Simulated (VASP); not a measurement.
# Cu (Fm-3m) in VASP: a series of runs

The runs below take Cu through single point, relaxation of cell and atoms, with LDA.

Program: VASP 6.6.1. These are calculated values, not measurements. Logs are shortened: lines on timing, memory, paths and dates and some standing lists are left out, and cuts for length are marked.

### Step 1. The cell of the first run

Symmetry: Fm-3m, No. 225, cubic system. The conventional cell has a = 3.518 Å, b = 3.518 Å, c = 3.518 Å, α = 90.00°, β = 90.00°, γ = 90.00°. Cu (site symmetry m-3m) has 12 Cu at 2.49 Å within 3.3 Å.

### Step 2. Single point, LDA

INCAR

```
SYSTEM = Cu
PREC = Accurate ; ENCUT = 520
EDIFF = 1E-7 ; ISMEAR = 0
SIGMA = 0.1 ; LREAL = .FALSE.
LASPH = .TRUE. ; NELM = 100
ALGO = Normal ; ISIF = 2
LWAVE = .FALSE. ; LCHARG = .FALSE.
NBANDS = 12
```

KPOINTS

```
Automatic mesh
0
G
  26 26 26
  0 0 0
```

POSCAR

```
Cu
1.0
    0.0000000000      1.7590724985      1.7590724985
    1.7590724985      0.0000000000      1.7590724985
    1.7590724985      1.7590724985      0.0000000000
Cu
1
Direct
    0.0030000000      0.0030000000      0.0030000000
```

Potentials or basis: VASP PAW LDA potentials, release 64 (Cu).

The run is started by

```sh
$ cat potpaw_LDA.64/Cu/POTCAR > POTCAR
$ mpirun -np 1 vasp_std > vasp.out
```

OUTCAR:

```text
SYSTEM = Cu
   PREC = Accurate
   ENCUT = 520
   EDIFF = 1E-7
   ISMEAR = 0
   LREAL = .FALSE.
   LASPH = .TRUE.
   NELM = 100
   ISIF = 2

 ion  position               nearest neighbor table
   1  0.003  0.003  0.003-

  LATTYP: Found a face centered cubic cell.
 ALAT       =     3.5181449970

  Lattice vectors:

 A1 = (   0.0000000000,   1.7590724985,   1.7590724985)
 A2 = (   1.7590724985,   0.0000000000,   1.7590724985)
 A3 = (   1.7590724985,   1.7590724985,   0.0000000000)

Analysis of symmetry for initial positions (statically):
=====================================================================
 Subroutine PRICEL returns:
 Original cell was already a primitive cell.

 Routine SETGRP: Setting up the symmetry group for a
 face centered cubic supercell.

 Subroutine GETGRP returns: Found 48 space group operations
 (whereof  6 operations were pure point group operations)
 out of a pool of 48 trial point group operations.

The static configuration has the point symmetry C_3v.
 The point group associated with its full space group is O_h .

Analysis of symmetry for dynamics (positions and initial velocities):
=====================================================================
 Subroutine PRICEL returns:
 Original cell was already a primitive cell.

 Routine SETGRP: Setting up the symmetry group for a
 face centered cubic supercell.

 Subroutine GETGRP returns: Found 48 space group operations
 (whereof  6 operations were pure point group operations)
 out of a pool of 48 trial point group operations.

The dynamic configuration has the point symmetry C_3v.
 The point group associated with its full space group is O_h .

 Subroutine INISYM returns: Found 48 space group operations
 (whereof  6 operations are pure point group operations),
 and found     1 'primitive' translations

----------------------------------------------------------------------------------------

                                     Primitive cell

  volume of cell :      10.8863

  direct lattice vectors                    reciprocal lattice vectors
     0.000000000  1.759072498  1.759072498    -0.284240701  0.284240701  0.284240701
     1.759072498  0.000000000  1.759072498     0.284240701 -0.284240701  0.284240701
     1.759072498  1.759072498  0.000000000     0.284240701  0.284240701 -0.284240701

  length of vectors
     2.487704185  2.487704185  2.487704185     0.492319336  0.492319336  0.492319336

  position of ions in fractional coordinates (direct lattice)
     0.003000000  0.003000000  0.003000000

  ion indices of the primitive-cell ions
   primitive index   ion index
                 1           1

----------------------------------------------------------------------------------------

 KPOINTS: Automatic mesh

Automatic generation of k-mesh.
 Grid dimensions read from file:
 generate k-points for:   26   26   26

 Generating k-lattice:

  Cartesian coordinates                     Fractional coordinates (reciprocal lattice)
    -0.010932335  0.010932335  0.010932335     0.038461538  0.000000000  0.000000000
     0.010932335 -0.010932335  0.010932335     0.000000000  0.038461538  0.000000000
     0.010932335  0.010932335 -0.010932335     0.000000000  0.000000000  0.038461538

  Length of vectors
     0.018935359  0.018935359  0.018935359

  Shift w.r.t. Gamma in fractional coordinates (k-lattice)
     0.000000000  0.000000000  0.000000000

 Subroutine IBZKPT returns following result:
 ===========================================

 Found    511 irreducible k-points:

 Following reciprocal coordinates:
            Coordinates               Weight
  0.000000  0.000000  0.000000      1.000000
  0.038462  0.000000  0.000000      8.000000
  0.076923  0.000000  0.000000      8.000000
  0.115385  0.000000  0.000000      8.000000
  0.153846  0.000000  0.000000      8.000000
  0.192308  0.000000  0.000000      8.000000
[... 16 lines left out ...]
  0.346154  0.038462  0.000000     24.000000
  0.384615  0.038462  0.000000     24.000000
 [... further k-points ...]
   k-points           NKPTS =    511   k-points in BZ     NKDIM =    511   number of bands    NBANDS=     12
   number of dos      NEDOS =    301   number of ions     NIONS =      1
   total plane-waves  NPLWV =   8000
   dimension x,y,z NGX =    20 NGY =   20 NGZ =   20
   dimension x,y,z NGXF=    40 NGYF=   40 NGZF=   40
   ions per type =               1
   NGX,Y,Z   is equivalent  to a cutoff of  13.37, 13.37, 13.37 a.u.
   NGXF,Y,Z  is equivalent  to a cutoff of  26.73, 26.73, 26.73 a.u.
 SYSTEM =  Cu
   PREC   = accura    normal or accurate (medium, high low for compatibility)
   ISTART =      0    job   : 0-new  1-cont  2-samecut
   ICHARG =      2    charge: 1-file 2-atom 10-const
   ISPIN  =      1    spin polarized calculation?
   LNONCOLLINEAR =      F non collinear calculations
   LSORBIT =      F    spin-orbit coupling
   LASPH  =      T    aspherical Exc in radial PAW
   ENCUT  =  520.0 eV  38.22 Ry    6.18 a.u.   4.63  4.63  4.63*2*pi/ulx,y,z
   NELM   =    100;   NELMIN=  2; NELMDL= -5     # of ELM steps
   EDIFF  = 0.1E-06   stopping-criterion for ELM
   LREAL  =      F    real-space projection
   EDIFFG = 0.1E-05   stopping-criterion for IOM
   NSW    =      0    number of steps for IOM
   IBRION =     -1    ionic relax: 0-MD 1-quasi-New 2-CG
   NFREE  =      0    steps in history (QN), initial steepest desc. (CG)
   ISIF   =      2    stress and relaxation
   ISYM   =      2    0-nonsym 1-usesym 2-fastsym
   POTIM  = 0.5000    time-step for ionic-motion
   TEBEG  =    0.0;   TEEND  =   0.0 temperature during run
   PSTRESS=    0.0 pullay stress
   NELECT =      11.0000    total number of electrons
   NUPDOWN=      -1.0000    fix difference up-down
   EMIN   =  10.00;   EMAX   =-10.00  energy-range for DOS
   EFERMI =   0.00;   METHOD = LEGACY
   ISMEAR =     0;   SIGMA  =   0.10  broadening in eV -4-tet -1-fermi 0-gaus
   EFERMI_NEDOS =   21; number of points for ismear=-14 and -15
   IALGO  =     38    algorithm
   IMIX   =      4    mixing-type and parameters
     AMIX     =   0.40;   BMIX     =  1.00
     AMIX_MAG =   1.60;   BMIX_MAG =  1.00
  volume/ion in A,a.u.               =      10.89        73.46
  Fermi-wavevector in a.u.,A,eV,Ry     =   1.642777  3.104399 36.718271  2.698717
  Thomas-Fermi vector in A             =   2.733023
   LORBIT       =      0    0 simple, 1 ext, 2 COOP (PROOUT), +10 PAW based schemes
   GGA     = CA    functional components
   LHFCALC =     F    Hartree Fock is set to
   AEXX    =    0.0000 exact exchange contribution
   IVDW    =     0    specifies the selected vdW correction
   LEPSILON=     F    determine dielectric tensor
   LRPA    =     F    only Hartree local field effects (RPA)
 non-spin polarized calculation
 Gauss-broadening in eV      SIGMA  =   0.10
  energy-cutoff  :      520.00
  volume of cell :       10.89
 maximum number of plane-waves:       305
   NGX =  9   NGY =  9   NGZ =  9

 number of electron      10.9999999 magnetization

 Free energy of the ion-electron system (eV)
  ---------------------------------------------------
  ext. energy  EPLUGINS =         0.00000000
  ---------------------------------------------------
  free energy    TOTEN  =        -4.70883944 eV

  energy without entropy =       -4.70749606  energy(sigma->0) =       -4.70816775

 E-fermi :   8.4158     XC(G=0): -13.5856

 val. band max:        8.4117193644   @ k =   0.4615   0.2308   0.0000
 cond. band min:       8.4365944632   @ k =   0.5000   0.3462   0.1538
 fundamental gap:      0.0248750988
 Fermi energy:         8.4157918010

 k-point     1 :       0.0000    0.0000    0.0000
  band No.  band energies     occupation
      1      -1.5809      2.00000
      2       5.0693      2.00000
      3       5.0693      2.00000
      4       5.0693      2.00000
      5       6.0194      2.00000
      6       6.0194      2.00000
      7      31.7278      0.00000
      8      34.8496      0.00000
      9      34.8496      0.00000
     10      34.8496      0.00000
     11      37.4680      0.00000
     12      37.4680      0.00000

 k-point     2 :       0.0385    0.0000    0.0000
  band No.  band energies     occupation
      1      -1.5236      2.00000
      2       5.0559      2.00000
      3       5.0811      2.00000
      4       5.0811      2.00000
      5       6.0145      2.00000
      6       6.0145      2.00000
      7      31.4992      0.00000
      8      33.8991      0.00000
      9      34.6584      0.00000
     10      34.6584      0.00000
     11      37.7360      0.00000
     12      37.7360      0.00000

 k-point     3 :       0.0769    0.0000    0.0000
  band No.  band energies     occupation
      1      -1.3528      2.00000
      2       5.0176      2.00000
      3       5.1145      2.00000
      4       5.1145      2.00000
      5       6.0017      2.00000
      6       6.0017      2.00000
      7      30.4440      0.00000
      8      32.9230      0.00000
      9      34.2348      0.00000
     10      34.2348      0.00000
     11      38.3780      0.00000
     12      38.3780      0.00000
[... 286 lines left out ...]
 k-point    23 :       0.3462    0.0385    0.0000
  band No.  band energies     occupation
      1       1.9634      2.00000
      2       5.0144      2.00000
      3       5.1467      2.00000
      4       5.1872      2.00000
      5       6.3527      2.00000
      6       6.4213      2.00000
      7      17.5879      0.00000
      8      30.5666      0.00000
      9      30.7112      0.00000
     10      32.9207      0.00000
     11      35.6860      0.00000
     12      37.4721      0.00000

 k-point    24 :       0.3846    0.0385    0.0000
  band No.  band energies     occupation
      1       2.3889      2.00000
      2       5.0957      2.00000
      3       5.1415      2.00000
      4       5.3845      2.00000
      5       6.5227      2.00000
      6       6.5314      2.00000
      7      15.9330      0.00000
      8      30.3234      0.00000
      9      30.6600      0.00000
     10      32.3538      0.00000
     11      35.4207      0.00000
     12      36.7551      0.00000

 [... further k-points ...]
[... 5 lines left out ...]
  --------------------------------------------------------------------------------------
  -------------------------------------------------------------------------------------
  Total        0.0589455      0.0589455      0.0589455      0.0000000      0.0000000      0.0000000
  in kB        8.6752153      8.6752153      8.6752153      0.0000000      0.0000000      0.0000000
  external PRESSURE =       8.6752153 kB  Pullay stress =       0.0000000 kB

 VOLUME and BASIS-vectors are now :
 -----------------------------------------------------------------------------
  energy-cutoff  :      520.00
  volume of cell :       10.89
      direct lattice vectors                 reciprocal lattice vectors
     0.000000000  1.759072498  1.759072498    -0.284240701  0.284240701  0.284240701
     1.759072498  0.000000000  1.759072498     0.284240701 -0.284240701  0.284240701
     1.759072498  1.759072498  0.000000000     0.284240701  0.284240701 -0.284240701

 POSITION                                       TOTAL-FORCE (eV/Angst)
 -----------------------------------------------------------------------------------
      0.01055      0.01055      0.01055        -0.000000     -0.000000     -0.000000
 -----------------------------------------------------------------------------------
    total drift:                               -0.000054     -0.000054     -0.000054

  FREE ENERGIE OF THE ION-ELECTRON SYSTEM (eV)
  ---------------------------------------------------
  free  energy   TOTEN  =        -4.7088394387 eV

  energy  without entropy=       -4.7074960593  energy(sigma->0) =       -4.70816775
```

Run time: 83 s. Hardware: 1 thread of AMD EPYC 7R13, shared host; peak memory 0.14 GiB.

Results:

```
Free energy            : -4.7088 eV
Pressure               : 0.9 GPa
Band gap on the k mesh : zero (an odd number of electrons rules out a gap without spin polarisation)
```

Levels at points of the mesh, in eV from the Fermi level:
```
           k point  band 2  band 3  band 4  band 5  band 6  band 7  band 8  band 9  band 10  band 11
(0.00, 0.00, 0.00)   -3.35   -3.35   -3.35   -2.40   -2.40   23.31   26.43   26.43    26.43    29.05
(0.50, 0.00, 0.00)   -3.38   -3.38   -1.75   -1.75   -1.23    4.14   21.79   23.20    23.20    26.27
(0.50, 0.50, 0.00)   -4.93   -1.77   -1.59   -1.59    1.42    7.69   13.64   13.64    18.49    21.64
```

(Part 1 of 2 ends here.)
